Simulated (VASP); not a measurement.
# PtSe (P-6m2) in VASP: notebook, part 2 of 2

VASP 6.6.1.

### 4 Single point, PBE-based screened hybrid with 30 % exact exchange

POSCAR

```
PtSe
1.0
    3.7018703300      0.0000000000      0.0000000000
   -1.8509351600      3.2059137500      0.0000000000
    0.0000000000      0.0000000000      3.6128420300
Pt Se
1 1
Direct
    0.0000000000      0.0000000000      0.0000000000
    0.6666666667      0.3333333333      0.5000000000
```

INCAR.step1

```
  PREC = Accurate
  ENCUT = 400
  EDIFF = 1E-5
  ISMEAR = -1
  SIGMA = 0.05
  LREAL = F
  LASPH = T
  NELM = 120
  ALGO = Normal
  ISIF = 2
  LWAVE = T
  LCHARG = F
  GGA = PE
  NBANDS = 15
  GGA_COMPAT = F
```

INCAR.step2

```
  PREC = Accurate
  ENCUT = 400
  EDIFF = 1E-6
  ISMEAR = -1
  SIGMA = 0.05
  LREAL = F
  LASPH = T
  NELM = 120
  ALGO = Normal
  ISIF = 2
  LWAVE = F
  LCHARG = F
  GGA = PE
  LHFCALC = T
  AEXX = 0.3
  HFSCREEN = 0.2
  PRECFOCK = Normal
  ISTART = 1
  NBANDS = 15
  GGA_COMPAT = F
```

KPOINTS

```
Automatic mesh
0
Gamma
  4 4 4
```

Potentials or basis: VASP PAW PBE potentials, release 64 (Pt, Se).

Launch:

```sh
> cat potpaw_PBE.64/Pt/POTCAR potpaw_PBE.64/Se/POTCAR > POTCAR
> cp INCAR.step1 INCAR
> mpirun -np 1 vasp_std > vasp.out
> cp INCAR.step2 INCAR
> mpirun -np 1 vasp_std > vasp.out
```

OUTCAR:

```text
PREC = Accurate
   ENCUT = 400
   EDIFF = 1E-6
   ISMEAR = -1
   LREAL = F
   LASPH = T
   NELM = 120
   ISIF = 2
   GGA = PE
   LHFCALC = T
   AEXX = 0.3
   HFSCREEN = 0.2
   PRECFOCK = Normal
   ISTART = 1

 ion  position               nearest neighbor table
   1  0.000  0.000  0.000-   2 2.80   2 2.80   2 2.80   2 2.80   2 2.80   2 2.80
   2  0.667  0.333  0.500-   1 2.80   1 2.80   1 2.80   1 2.80   1 2.80   1 2.80

  LATTYP: Found a hexagonal cell.
 ALAT       =     3.7018703300
 C/A-ratio  =     0.9759504542

  Lattice vectors:

 A1 = (   3.7018703300,   0.0000000000,   0.0000000000)
 A2 = (  -1.8509351600,   3.2059137500,   0.0000000000)
 A3 = (   0.0000000000,   0.0000000000,   3.6128420300)

Analysis of symmetry for initial positions (statically):
=====================================================================
 Subroutine PRICEL returns:
 Original cell was already a primitive cell.

 Routine SETGRP: Setting up the symmetry group for a
 hexagonal supercell.

 Subroutine GETGRP returns: Found 12 space group operations
 (whereof 12 operations were pure point group operations)
 out of a pool of 24 trial point group operations.

The static configuration has the point symmetry D_3h.

Analysis of symmetry for dynamics (positions and initial velocities):
=====================================================================
 Subroutine PRICEL returns:
 Original cell was already a primitive cell.

 Routine SETGRP: Setting up the symmetry group for a
 hexagonal supercell.

 Subroutine GETGRP returns: Found 12 space group operations
 (whereof 12 operations were pure point group operations)
 out of a pool of 24 trial point group operations.

The dynamic configuration has the point symmetry D_3h.

 Subroutine INISYM returns: Found 12 space group operations
 (whereof 12 operations are pure point group operations),
[... 116 lines left out ...]
   HFSCREEN=    0.2000 screening length (either q_TF or 0.3 A-1)
   HFSCREENC=   0.2000 screening length for correlation (either q_TF or 0.3 A-1)
   ENCUTFOCK=  -1.0 apply spherical cutoff to Coloumb kernel
   IVDW    =     0    specifies the selected vdW correction
   LEPSILON=     F    determine dielectric tensor
   LRPA    =     F    only Hartree local field effects (RPA)
 non-spin polarized calculation
  energy-cutoff  :      400.00
  volume of cell :       42.88
 maximum number of plane-waves:       792
  NGX = 20; NGY = 20; NGZ = 18

 number of electron      16.0000001 magnetization

 Free energy of the ion-electron system (eV)
  ---------------------------------------------------
  ext. energy  EPLUGINS =         0.00000000
  ---------------------------------------------------
  free energy    TOTEN  =       -10.96181515 eV

  energy without entropy =      -10.95311416  energy(sigma->0) =      -10.95746466

 E-fermi :   5.4040     XC(G=0):  -8.4867

 val. band max:        5.3807516961   @ k =   0.2500  -0.0000   0.0000
 cond. band min:       5.5827994797   @ k =   0.5000  -0.0000   0.2500
 fundamental gap:      0.2020477836
 Fermi energy:         5.4039926202

 k-point     1 :       0.0000    0.0000    0.0000
  band No.  band energies     occupation
      1     -11.0098      2.00000
      2       0.8682      2.00000
      3       0.8682      2.00000
      4       0.8725      2.00000
      5       2.8560      2.00000
      6       2.8560      2.00000
      7       2.9607      2.00000
      8       5.9677      0.00003
      9       5.9677      0.00003
     10       6.0082      0.00001
     11      13.5450      0.00000
     12      14.0574      0.00000
     13      14.0574      0.00000
     14      19.2158      0.00000
[... 185 lines left out ...]
      2      -0.9547      2.00000
      3      -0.7660      2.00000
      4       0.8161      2.00000
      5       2.1445      2.00000
      6       2.9938      2.00000
      7       3.7941      2.00000
      8       3.9051      2.00000
      9       7.0234      0.00000
     10       7.3581      0.00000
     11      10.1447      0.00000
     12      13.9474      0.00000
     13      16.3307      0.00000
     14      18.6263      0.00000
     15      22.2025      0.00000

------------------------ aborting loop because EDIFF is reached ----------------------------------------

  FORCE on cell =-STRESS in cart. coord.  units (eV):
  Direction    XX          YY          ZZ          XY          YZ          ZX
  --------------------------------------------------------------------------------------
  -------------------------------------------------------------------------------------
  Total       -3.8398974     -3.8398974     -5.4193635     -0.0000000     -0.0000000      0.0000000
  in kB     -143.4855573   -143.4855575   -202.5055139     -0.0000002     -0.0000000      0.0000000
  external PRESSURE =    -163.1588763 kB  Pullay stress =       0.0000000 kB

 VOLUME and BASIS-vectors are now :
 -----------------------------------------------------------------------------
  energy-cutoff  :      400.00
  volume of cell :       42.88
      direct lattice vectors                 reciprocal lattice vectors
     3.701870330  0.000000000  0.000000000     0.270133719  0.155961775  0.000000000
    -1.850935160  3.205913750  0.000000000     0.000000000  0.311923551  0.000000000
     0.000000000  0.000000000  3.612842030     0.000000000  0.000000000  0.276790403

 POSITION                                       TOTAL-FORCE (eV/Angst)
 -----------------------------------------------------------------------------------
      0.00000      0.00000      0.00000         0.000000      0.000000      0.000000
      1.85094      1.06864      1.80642        -0.000000      0.000000      0.000000
 -----------------------------------------------------------------------------------
    total drift:                                0.000006      0.000004     -0.000000

  FREE ENERGIE OF THE ION-ELECTRON SYSTEM (eV)
  ---------------------------------------------------
  free  energy   TOTEN  =       -10.9618151549 eV

  energy  without entropy=      -10.9531141644  energy(sigma->0) =      -10.95746466
```

Run time: 5.2 min. Hardware: 1 thread of Intel Xeon Platinum 8488C (Sapphire Rapids), shared host; peak memory 0.25 GiB.

What came out:

| Quantity | Value |
| --- | --- |
| Free energy | -10.9618 eV |
| Pressure | -16.3 GPa |
| Band gap on the k mesh | zero (bands 8 and 9 overlap by 0.83 eV) |

Stress tensor (GPa, compression positive):
```
-14.35   0.00   0.00
  0.00 -14.35   0.00
  0.00   0.00 -20.25
```

Levels at points of the mesh, in eV from the Fermi level:
```
           k point  band 5  band 6  band 7  band 8  band 9  band 10  band 11  band 12
(0.00, 0.00, 0.00)   -2.55   -2.55   -2.44    0.56    0.56     0.60     8.14     8.65
(0.50, 0.00, 0.00)   -3.28   -2.72   -2.10   -1.70    1.45     3.43     6.99     9.55
(0.00, 0.00, 0.50)   -3.41   -3.41   -2.53    0.69    0.69     5.59     6.63    11.96
(0.50, 0.00, 0.50)   -2.57   -2.34   -2.06   -1.14    0.86     1.95     6.34     7.58
```

Caveat: the k points lie up to 0.49 Å⁻¹ apart, too coarse for converged energies and pressures of a metal; the PAW data sets were made with another functional, which shifts forces and pressure a little; spin-orbit coupling is left out, which moves the levels of the heavy elements.

### 5 Single point, PBE-based screened hybrid with 40 % exact exchange

POSCAR is that of step 4.

INCAR.step1

```
SYSTEM = PtSe
PREC     = Accurate       ! precision mode
ENCUT    = 400            ! plane-wave cutoff, eV
EDIFF    = 1E-5           ! SCF threshold, eV
ISMEAR   = -1             ! smearing method
SIGMA    = 0.05           ! smearing width, eV
LREAL    = .False.        ! projectors in reciprocal space
LASPH    = .True.         ! aspherical terms in the spheres
NELM     = 120            ! most SCF steps
ALGO     = Normal         ! electronic algorithm
ISIF     = 2              ! what is computed and relaxed
LWAVE    = .True.         ! write WAVECAR
LCHARG   = .False.        ! write CHGCAR
NBANDS   = 15             ! bands
GGA      = PE             ! functional
GGA_COMPAT= .False.
```

INCAR.step2

```
SYSTEM = PtSe
PREC     = Accurate       ! precision mode
ENCUT    = 400            ! plane-wave cutoff, eV
EDIFF    = 1E-6           ! SCF threshold, eV
ISMEAR   = -1             ! smearing method
SIGMA    = 0.05           ! smearing width, eV
LREAL    = .False.        ! projectors in reciprocal space
LASPH    = .True.         ! aspherical terms in the spheres
NELM     = 120            ! most SCF steps
ALGO     = Normal         ! electronic algorithm
ISIF     = 2              ! what is computed and relaxed
LWAVE    = .False.        ! write WAVECAR
LCHARG   = .False.        ! write CHGCAR
GGA      = PE             ! functional
LHFCALC  = .True.         ! exact exchange
AEXX     = 0.4            ! exact-exchange fraction
HFSCREEN = 0.2            ! screening, 1/A
PRECFOCK = Normal       
NBANDS   = 15             ! bands
ISTART   = 1            
GGA_COMPAT= .False.
```

KPOINTS

```
regular mesh
0
Gamma
  4 4 4
  0 0 0
```

Launch:

```sh
> cat potpaw_PBE.64/Pt/POTCAR potpaw_PBE.64/Se/POTCAR > POTCAR
> cp INCAR.step1 INCAR
> mpirun -np 1 vasp_std > vasp.out
> cp INCAR.step2 INCAR
> mpirun -np 1 vasp_std > vasp.out
```

It took 4.9 min on 1 thread of Intel Xeon Platinum 8488C (Sapphire Rapids), shared host; peak memory 0.26 GiB.

Results (log left out):

| Property | Result |
| --- | --- |
| Free energy | -11.6695 eV |
| Pressure | -17.7 GPa |
| Band gap on the k mesh | zero (bands 8 and 9 overlap by 0.89 eV) |

Stress tensor (GPa, compression positive):
```
-15.63   0.00   0.00
  0.00 -15.63   0.00
  0.00   0.00 -21.78
```

Levels at points of the mesh, in eV from the Fermi level:
```tsv
k point	band 5	band 6	band 7	band 8	band 9	band 10	band 11	band 12
(0.00, 0.00, 0.00)	-2.71	-2.71	-2.57	0.57	0.57	0.88	8.41	8.98
(0.50, 0.00, 0.00)	-3.50	-2.88	-2.37	-1.87	1.53	3.71	7.36	9.91
(0.00, 0.00, 0.50)	-3.72	-3.72	-2.85	0.78	0.78	5.86	7.04	12.41
(0.50, 0.00, 0.50)	-2.89	-2.63	-2.28	-1.22	1.11	2.10	6.60	7.91
```

Caveat: the k points lie up to 0.49 Å⁻¹ apart, too coarse for converged energies and pressures of a metal; the PAW data sets were made with another functional, which shifts forces and pressure a little; spin-orbit coupling is left out, which moves the levels of the heavy elements.

### 6 Single point, PBE-based screened hybrid with 50 % exact exchange

POSCAR is that of step 5.

INCAR.step1

```
ALGO     = Normal         # electronic algorithm
EDIFF    = 1E-5           # SCF threshold, eV
ENCUT    = 400            # plane-wave cutoff, eV
GGA      = PE             # functional
GGA_COMPAT= False        
ISIF     = 2              # what is computed and relaxed
ISMEAR   = -1             # smearing method
LASPH    = True           # aspherical terms in the spheres
LREAL    = False          # projectors in reciprocal space
LWAVE    = True           # write WAVECAR
NBANDS   = 15             # bands
NELM     = 120            # most SCF steps
PREC     = Accurate       # precision mode
SIGMA    = 0.05           # smearing width, eV
```

INCAR.step2

```
AEXX     = 0.5            # exact-exchange fraction
ALGO     = Normal         # electronic algorithm
EDIFF    = 1E-6           # SCF threshold, eV
ENCUT    = 400            # plane-wave cutoff, eV
GGA      = PE             # functional
GGA_COMPAT= False        
HFSCREEN = 0.2            # screening, 1/A
ISIF     = 2              # what is computed and relaxed
ISMEAR   = -1             # smearing method
ISTART   = 1            
LASPH    = True           # aspherical terms in the spheres
LCHARG   = True           # write CHGCAR
LELF     = True           # ELF
LHFCALC  = True           # exact exchange
LREAL    = False          # projectors in reciprocal space
LVHAR    = True         
LWAVE    = False          # write WAVECAR
NBANDS   = 15             # bands
NELM     = 120            # most SCF steps
PREC     = Accurate       # precision mode
PRECFOCK = Normal       
SIGMA    = 0.05           # smearing width, eV
```

KPOINTS

```
k-points
0
Gamma
  4 4 4
```

Potentials or basis: VASP PAW PBE potentials, release 64 (Pt, Se).

Launch:

```sh
> cat potpaw_PBE.64/Pt/POTCAR potpaw_PBE.64/Se/POTCAR > POTCAR
> cp INCAR.step1 INCAR
> mpirun -np 1 vasp_std > vasp.out
> cp INCAR.step2 INCAR
> mpirun -np 1 vasp_std > vasp.out
```

Wall time 5.7 min (1 thread of Intel Xeon Platinum 8488C (Sapphire Rapids), shared host); peak memory 0.25 GiB.

It converged, with:

```
Free energy            : -12.3981 eV
Pressure               : -19.0 GPa
Band gap on the k mesh : zero (bands 8 and 9 overlap by 0.96 eV)
```

Stress tensor (GPa, compression positive):
```
-16.87   0.00   0.00
  0.00 -16.87   0.00
  0.00   0.00 -23.27
```

Levels at points of the mesh, in eV from the Fermi level:
| k point | band 6 | band 7 | band 8 | band 9 | band 10 | band 11 |
| --- | --- | --- | --- | --- | --- | --- |
| (0.00, 0.00, 0.00) | -2.87 | -2.70 | 0.57 | 0.57 | 1.17 | 8.69 |
| (0.50, 0.00, 0.00) | -3.04 | -2.65 | -2.02 | 1.63 | 4.00 | 7.72 |
| (0.00, 0.00, 0.50) | -4.05 | -3.18 | 0.89 | 0.89 | 6.13 | 7.44 |
| (0.50, 0.00, 0.50) | -2.93 | -2.50 | -1.28 | 1.36 | 2.26 | 6.87 |

Caveat: the k points lie up to 0.49 Å⁻¹ apart, too coarse for converged energies and pressures of a metal; the PAW data sets were made with another functional, which shifts forces and pressure a little; spin-orbit coupling is left out, which moves the levels of the heavy elements.

### 7 Summary

| level | share of exact exchange | gap on the mesh (eV) | pressure (GPa) |
| --- | --- | --- | --- |
| PBE-based screened hybrid with 20 % exact exchange | 0.2 | none | -14.9 |
| PBE-based screened hybrid with 25 % exact exchange | 0.25 | none | -15.6 |
| PBE-based screened hybrid with 30 % exact exchange | 0.3 | none | -16.3 |
| PBE-based screened hybrid with 40 % exact exchange | 0.4 | none | -17.7 |
| PBE-based screened hybrid with 50 % exact exchange | 0.5 | none | -19.0 |

Alike in all rows: task single point; potentials or basis VASP PAW PBE potentials, release 64 (Pt, Se); no spin polarisation; cell as given; k mesh 4 × 4 × 4; cutoff (eV) 400; smearing fermi-dirac 0.05 eV.

Caveats: all runs use coarse meshes; the PAW data sets were made with another functional, which shifts forces and pressure a little; spin-orbit coupling is left out, which moves the levels of the heavy elements.

Absolute energies hang on the potentials; compare differences alone.

The gap in the log of VASP goes by the Fermi energy; the results here count the filled bands.